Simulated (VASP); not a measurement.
# Mn (P6_3/mmc) in VASP: further runs

The runs below take Mn through single point, with PBE.

Everything below comes from runs of VASP 6.6.1. Logs are shortened: lines on timing, memory, paths and dates and some standing lists are left out, and cuts for length are marked.

## Step 1: The cell of the first run

It takes space group P6_3/mmc (No. 194, hexagonal). Conventional cell: a = 2.481 Å, b = 2.481 Å, c = 4.014 Å, α = 90.00°, β = 90.00°, γ = 120.00°. Within 3.3 Å of Mn (site symmetry -6m2) lie 12 Mn at 2.47 to 2.48 Å.

This isn't the form of Mn at room conditions, which is a 58-atom cubic cell.

## Step 2: Single point, PBE, collinear spin

Contents of INCAR:

```
SYSTEM = Mn
  PREC = Accurate
  ENCUT = 520
  EDIFF = 1E-6
  ISMEAR = 0
  SIGMA = 0.05
  LREAL = .FALSE.
  LASPH = .TRUE.
  NELM = 150
  ALGO = Normal
  ISIF = 2
  LWAVE = .FALSE.
  LCHARG = .TRUE.
  ISPIN = 2
  MAGMOM = 0.05 0.05
  LORBIT = 11
  LMAXMIX = 4
  GGA = PE
  LELF = .TRUE.
  LVHAR = .TRUE.
  NBANDS = 24
```

Contents of KPOINTS:

```
regular mesh
0
G
  20 20 10
  0 0 0
```

Contents of POSCAR:

```
Mn
1.0
    2.4814288107      0.0000000000      0.0000000000
   -1.2407144054      2.1489803878      0.0000000000
    0.0000000000      0.0000000000      4.0135258042
Mn
2
Direct
    0.3333333333      0.6666666667      0.7500000000
    0.6666666667      0.3333333333      0.2500000000
```

Potentials or basis: VASP PAW PBE potentials, release 64 (Mn_pv).

Started as:

```sh
$ cat potpaw_PBE.64/Mn_pv/POTCAR > POTCAR
$ mpirun -np 1 vasp_std > vasp.out
```

OUTCAR:

```text
SYSTEM = Mn
   PREC = Accurate
   ENCUT = 520
   EDIFF = 1E-6
   ISMEAR = 0
   LREAL = .FALSE.
   LASPH = .TRUE.
   NELM = 150
   ISIF = 2
   ISPIN = 2
   LORBIT = 11
   GGA = PE

 ion  position               nearest neighbor table
   1  0.333  0.667  0.750-   2 2.47   2 2.47   2 2.47   2 2.47   2 2.47   2 2.47
   2  0.667  0.333  0.250-   1 2.47   1 2.47   1 2.47   1 2.47   1 2.47   1 2.47

  LATTYP: Found a hexagonal cell.
 ALAT       =     2.4814288107
 C/A-ratio  =     1.6174253264

  Lattice vectors:

 A1 = (   2.4814288107,   0.0000000000,   0.0000000000)
 A2 = (  -1.2407144054,   2.1489803878,   0.0000000000)
 A3 = (   0.0000000000,   0.0000000000,   4.0135258042)

Analysis of symmetry for initial positions (statically):
=====================================================================
 Subroutine PRICEL returns:
 Original cell was already a primitive cell.

 Routine SETGRP: Setting up the symmetry group for a
 hexagonal supercell.

 Subroutine GETGRP returns: Found 24 space group operations
 (whereof 12 operations were pure point group operations)
 out of a pool of 24 trial point group operations.

The static configuration has the point symmetry D_3d.
 The point group associated with its full space group is D_6h.

Analysis of symmetry for dynamics (positions and initial velocities):
=====================================================================
 Subroutine PRICEL returns:
 Original cell was already a primitive cell.

 Routine SETGRP: Setting up the symmetry group for a
 hexagonal supercell.

 Subroutine GETGRP returns: Found 24 space group operations
 (whereof 12 operations were pure point group operations)
 out of a pool of 24 trial point group operations.

The dynamic configuration has the point symmetry D_3d.
 The point group associated with its full space group is D_6h.

Analysis of structural, dynamic, and magnetic symmetry:
=====================================================================
 Subroutine PRICEL returns:
 Original cell was already a primitive cell.

 Routine SETGRP: Setting up the symmetry group for a
 hexagonal supercell.

 Subroutine GETGRP returns: Found 24 space group operations
 (whereof 12 operations were pure point group operations)
 out of a pool of 24 trial point group operations.

The overall configuration has the point symmetry D_3d.
 The point group associated with its full space group is D_6h.

 Subroutine INISYM returns: Found 24 space group operations
 (whereof 12 operations are pure point group operations),
 and found     1 'primitive' translations

----------------------------------------------------------------------------------------

                                     Primitive cell

  volume of cell :      21.4023

  direct lattice vectors                    reciprocal lattice vectors
     2.481428811  0.000000000  0.000000000     0.402993628  0.232668480  0.000000000
    -1.240714405  2.148980388  0.000000000     0.000000000  0.465336960  0.000000000
     0.000000000  0.000000000  4.013525804     0.000000000  0.000000000  0.249157486

  length of vectors
     2.481428811  2.481428811  4.013525804     0.465336960  0.465336960  0.249157486

  position of ions in fractional coordinates (direct lattice)
     0.333333333  0.666666667  0.750000000
     0.666666667  0.333333333  0.250000000

  ion indices of the primitive-cell ions
   primitive index   ion index
                 1           1
                 2           2

----------------------------------------------------------------------------------------

 KPOINTS: regular mesh

Automatic generation of k-mesh.
 Grid dimensions read from file:
 generate k-points for:   20   20   10

 Generating k-lattice:

  Cartesian coordinates                     Fractional coordinates (reciprocal lattice)
     0.020149681  0.011633424  0.000000000     0.050000000  0.000000000  0.000000000
     0.000000000  0.023266848  0.000000000     0.000000000  0.050000000  0.000000000
     0.000000000  0.000000000  0.024915749     0.000000000  0.000000000  0.100000000

  Length of vectors
     0.023266848  0.023266848  0.024915749

  Shift w.r.t. Gamma in fractional coordinates (k-lattice)
     0.000000000  0.000000000  0.000000000

 Subroutine IBZKPT returns following result:
 ===========================================

 Found    264 irreducible k-points:

 Following reciprocal coordinates:
            Coordinates               Weight
  0.000000  0.000000  0.000000      1.000000
  0.050000  0.000000  0.000000      6.000000
  0.100000  0.000000  0.000000      6.000000
  0.150000  0.000000  0.000000      6.000000
  0.200000  0.000000  0.000000      6.000000
  0.250000  0.000000  0.000000      6.000000
[... 16 lines left out ...]
  0.200000  0.100000  0.000000     12.000000
  0.250000  0.100000  0.000000     12.000000
 [... further k-points ...]
   k-points           NKPTS =    264   k-points in BZ     NKDIM =    264   number of bands    NBANDS=     24
   number of dos      NEDOS =    301   number of ions     NIONS =      2
   total plane-waves  NPLWV =   9720
   dimension x,y,z NGX =    18 NGY =   18 NGZ =   30
   dimension x,y,z NGXF=    36 NGYF=   36 NGZF=   60
   ions per type =               2
   NGX,Y,Z   is equivalent  to a cutoff of  12.06, 12.06, 12.43 a.u.
   NGXF,Y,Z  is equivalent  to a cutoff of  24.12, 24.12, 24.85 a.u.
 SYSTEM =  Mn
   PREC   = accura    normal or accurate (medium, high low for compatibility)
   ISTART =      0    job   : 0-new  1-cont  2-samecut
   ICHARG =      2    charge: 1-file 2-atom 10-const
   ISPIN  =      2    spin polarized calculation?
   LNONCOLLINEAR =      F non collinear calculations
   LSORBIT =      F    spin-orbit coupling
   LASPH  =      T    aspherical Exc in radial PAW
   ENCUT  =  520.0 eV  38.22 Ry    6.18 a.u.   4.61  4.61  7.46*2*pi/ulx,y,z
   NELM   =    150;   NELMIN=  2; NELMDL= -5     # of ELM steps
   EDIFF  = 0.1E-05   stopping-criterion for ELM
   LREAL  =      F    real-space projection
   EDIFFG = 0.1E-04   stopping-criterion for IOM
   NSW    =      0    number of steps for IOM
   IBRION =     -1    ionic relax: 0-MD 1-quasi-New 2-CG
   NFREE  =      0    steps in history (QN), initial steepest desc. (CG)
   ISIF   =      2    stress and relaxation
   ISYM   =      2    0-nonsym 1-usesym 2-fastsym
   POTIM  = 0.5000    time-step for ionic-motion
   TEBEG  =    0.0;   TEEND  =   0.0 temperature during run
   PSTRESS=    0.0 pullay stress
   NELECT =      26.0000    total number of electrons
   NUPDOWN=      -1.0000    fix difference up-down
   EMIN   =  10.00;   EMAX   =-10.00  energy-range for DOS
   EFERMI =   0.00;   METHOD = LEGACY
   ISMEAR =     0;   SIGMA  =   0.05  broadening in eV -4-tet -1-fermi 0-gaus
   EFERMI_NEDOS =   21; number of points for ismear=-14 and -15
   IALGO  =     38    algorithm
   IMIX   =      4    mixing-type and parameters
     AMIX     =   0.40;   BMIX     =  1.00
     AMIX_MAG =   1.60;   BMIX_MAG =  1.00
  volume/ion in A,a.u.               =      10.70        72.21
  Fermi-wavevector in a.u.,A,eV,Ry     =   1.746811  3.300994 41.516103  3.051348
  Thomas-Fermi vector in A             =   2.818232
   LORBIT       =     11    0 simple, 1 ext, 2 COOP (PROOUT), +10 PAW based schemes
   GGA     = PE    functional components
   LHFCALC =     F    Hartree Fock is set to
   AEXX    =    0.0000 exact exchange contribution
   IVDW    =     0    specifies the selected vdW correction
   LEPSILON=     F    determine dielectric tensor
   LRPA    =     F    only Hartree local field effects (RPA)
 spin polarized calculation
 Gauss-broadening in eV      SIGMA  =   0.05
  energy-cutoff  :      520.00
  volume of cell :       21.40
 maximum number of plane-waves:       589
   NGX =  9   NGY =  9   NGZ = 15

 number of electron      26.0000027 magnetization      -0.0000007

 number of electron      26.0000027 magnetization       0.0000065

 Free energy of the ion-electron system (eV)
  ---------------------------------------------------
  ext. energy  EPLUGINS =         0.00000000
  ---------------------------------------------------
  free energy    TOTEN  =       -17.89053498 eV

  energy without entropy =      -17.88696747  energy(sigma->0) =      -17.88875123

 E-fermi :  10.4306     XC(G=0): -14.0440

 val. band max:       10.4253802078   @ k =   0.1500   0.0000   0.1000
 cond. band min:      10.4330008282   @ k =   0.0500   0.0000   0.0000
 fundamental gap:      0.0076206204
 Fermi energy:        10.4305781714

 spin component 1

 k-point     1 :       0.0000    0.0000    0.0000
  band No.  band energies     occupation
      1     -37.8492      1.00000
      2     -37.1757      1.00000
      3     -37.1757      1.00000
      4     -37.0695      1.00000
      5     -37.0695      1.00000
      6     -37.0629      1.00000
[... 16 lines left out ...]
     23      36.8884      0.00000
     24      36.8884      0.00000
[... 598 lines left out ...]
      2     -37.5484      1.00000
      3     -37.4659      1.00000
      4     -37.2966      1.00000
      5     -37.1596      1.00000
      6     -37.1584      1.00000
[... 16 lines left out ...]
     23      31.9526      0.00000
     24      32.7697      0.00000

 [... further k-points ...]

 spin component 2

 k-point     1 :       0.0000    0.0000    0.0000
  band No.  band energies     occupation
      1     -37.8492      1.00000
      2     -37.1757      1.00000
      3     -37.1757      1.00000
      4     -37.0695      1.00000
      5     -37.0695      1.00000
      6     -37.0629      1.00000
[... 16 lines left out ...]
     23      36.8884      0.00000
     24      36.8884      0.00000
[... 598 lines left out ...]
      2     -37.5484      1.00000
      3     -37.4659      1.00000
      4     -37.2966      1.00000
      5     -37.1596      1.00000
      6     -37.1584      1.00000
[... 16 lines left out ...]
     23      31.9526      0.00000
     24      32.7697      0.00000

 [... further k-points ...]
[... 5 lines left out ...]
  --------------------------------------------------------------------------------------
  -------------------------------------------------------------------------------------
  Total       -0.0075421     -0.0075421     -0.0305012      0.0000000      0.0000000      0.0000000
  in kB       -0.5646017     -0.5646017     -2.2833185      0.0000000      0.0000000      0.0000000
  external PRESSURE =      -1.1375073 kB  Pullay stress =       0.0000000 kB

 VOLUME and BASIS-vectors are now :
 -----------------------------------------------------------------------------
  energy-cutoff  :      520.00
  volume of cell :       21.40
      direct lattice vectors                 reciprocal lattice vectors
     2.481428811  0.000000000  0.000000000     0.402993628  0.232668480  0.000000000
    -1.240714405  2.148980388  0.000000000     0.000000000  0.465336960  0.000000000
     0.000000000  0.000000000  4.013525804     0.000000000  0.000000000  0.249157486

 POSITION                                       TOTAL-FORCE (eV/Angst)
 -----------------------------------------------------------------------------------
     -0.00000      1.43265      3.01014         0.000000      0.000000      0.000000
      1.24071      0.71633      1.00338        -0.000000      0.000000      0.000000
 -----------------------------------------------------------------------------------
    total drift:                               -0.000000      0.000000     -0.000000

  FREE ENERGIE OF THE ION-ELECTRON SYSTEM (eV)
  ---------------------------------------------------
  free  energy   TOTEN  =       -17.8905349796 eV

  energy  without entropy=      -17.8869674710  energy(sigma->0) =      -17.88875123

 total charge

# of ion       s       p       d       tot
------------------------------------------
    1        0.428   6.401   5.165  11.994
    2        0.428   6.401   5.165  11.994
--------------------------------------------------
tot          0.856  12.803  10.329  23.989

 magnetization (x)

# of ion       s       p       d       tot
------------------------------------------
    1       -0.000  -0.000   0.000   0.000
    2       -0.000  -0.000   0.000   0.000
--------------------------------------------------
tot         -0.000  -0.000   0.000   0.000
```

It took 5.5 min on 1 thread of Intel Xeon 8259CL, shared host; peak memory 0.28 GiB.

What came out:

```
Free energy                                           : -17.8905 eV
Pressure                                              : -0.1 GPa
Band gap on the k mesh                                : zero (filled and empty bands overlap)
Net moment                                            : 0.00 μB per cell
Valence electrons inside the program's atomic spheres : Mn 11.99
```

Levels at points of the mesh, in eV from the Fermi level:
Spin up:
| k point | band 10 | band 11 | band 12 | band 13 | band 14 | band 15 | band 16 | band 17 |
| --- | --- | --- | --- | --- | --- | --- | --- | --- |
| (0.00, 0.00, 0.00) | -0.95 | -0.95 | -0.48 | -0.48 | 0.04 | 0.04 | 0.75 | 1.61 |
| (0.50, 0.00, 0.00) | -1.35 | -1.16 | -0.93 | -0.42 | 1.82 | 1.97 | 2.04 | 3.60 |
| (0.00, 0.00, 0.50) | -1.54 | -1.03 | -1.03 | -1.03 | -1.03 | 1.19 | 1.19 | 1.19 |
| (0.50, 0.00, 0.50) | -2.65 | 0.19 | 0.19 | 0.86 | 0.86 | 1.95 | 1.95 | 3.19 |
Spin down:
```
           k point  band 9  band 10  band 11  band 12  band 13  band 14  band 15  band 16  band 17  band 18
(0.00, 0.00, 0.00)   -0.97    -0.95    -0.95    -0.48    -0.48     0.04     0.04     0.75     1.61     1.61
(0.50, 0.00, 0.00)   -3.70    -1.35    -1.16    -0.93    -0.42     1.82     1.97     2.04     3.60     5.71
(0.00, 0.00, 0.50)   -1.54    -1.54    -1.03    -1.03    -1.03    -1.03     1.19     1.19     1.19     1.19
(0.50, 0.00, 0.50)   -2.65    -2.65     0.19     0.19     0.86     0.86     1.95     1.95     3.19     3.19
```

## Step 3: Single point, PBE, collinear spin, antiferromagnetic start

Contents of INCAR:

```
PREC = Accurate ; ENCUT = 520
EDIFF = 1E-6 ; ISMEAR = 0
SIGMA = 0.05 ; LREAL = False
LASPH = True ; NELM = 150
ALGO = Normal ; ISIF = 2
LWAVE = False ; LCHARG = False
ISPIN = 2 ; MAGMOM = 3.5 -3.5
LORBIT = 11 ; LMAXMIX = 4
GGA = PE ; NBANDS = 24
```

Contents of KPOINTS:

```
Automatic mesh
0
Gamma
  20 20 10
```

POSCAR is that of step 2.

Potentials or basis: VASP PAW PBE potentials, release 64 (Mn_pv).

Started as:

```sh
$ cat potpaw_PBE.64/Mn_pv/POTCAR > POTCAR
$ mpirun -np 1 vasp_std > vasp.out
```

It took 8.4 min on 1 thread of Intel Xeon 8259CL, shared host; peak memory 0.28 GiB.

The run converged. Its results:

| Quantity | Value |
| --- | --- |
| Free energy | -17.8938 eV |
| Pressure | 1.2 GPa |
| Band gap on the k mesh | zero (filled and empty bands overlap) |
| Net moment | 0.00 μB per cell |
| Site moments | Mn +0.49, -0.49 μB |
| Valence electrons inside the program's atomic spheres | Mn 11.99 |

Stress tensor (GPa, compression positive):
```
0.94 0.00 0.00
0.00 0.94 0.00
0.00 0.00 1.60
```

Levels at points of the mesh, in eV from the Fermi level:
Spin up:
| k point | band 11 | band 12 | band 13 | band 14 | band 15 | band 16 |
| --- | --- | --- | --- | --- | --- | --- |
| (0.00, 0.00, 0.00) | -0.95 | -0.41 | -0.41 | 0.00 | 0.00 | 0.75 |
| (0.50, 0.00, 0.00) | -1.17 | -0.90 | -0.39 | 1.71 | 2.03 | 2.17 |
| (0.00, 0.00, 0.50) | -1.14 | -1.14 | -0.94 | -0.94 | 0.99 | 0.99 |
| (0.50, 0.00, 0.50) | -0.09 | 0.50 | 0.78 | 0.96 | 1.77 | 2.16 |
Spin down:
```
           k point  band 10  band 11  band 12  band 13  band 14  band 15  band 16  band 17
(0.00, 0.00, 0.00)    -1.00    -0.95    -0.41    -0.41     0.00     0.00     0.75     1.70
(0.50, 0.00, 0.00)    -1.35    -1.17    -0.90    -0.39     1.71     2.03     2.17     3.61
(0.00, 0.00, 0.50)    -1.38    -1.14    -1.14    -0.94    -0.94     0.99     0.99     1.46
(0.50, 0.00, 0.50)    -2.58    -0.09     0.50     0.78     0.96     1.77     2.16     3.19
```

Caveat: the antiferromagnetic order is the one typed at the start, and another may lie lower.

[end of part 1 of 2]
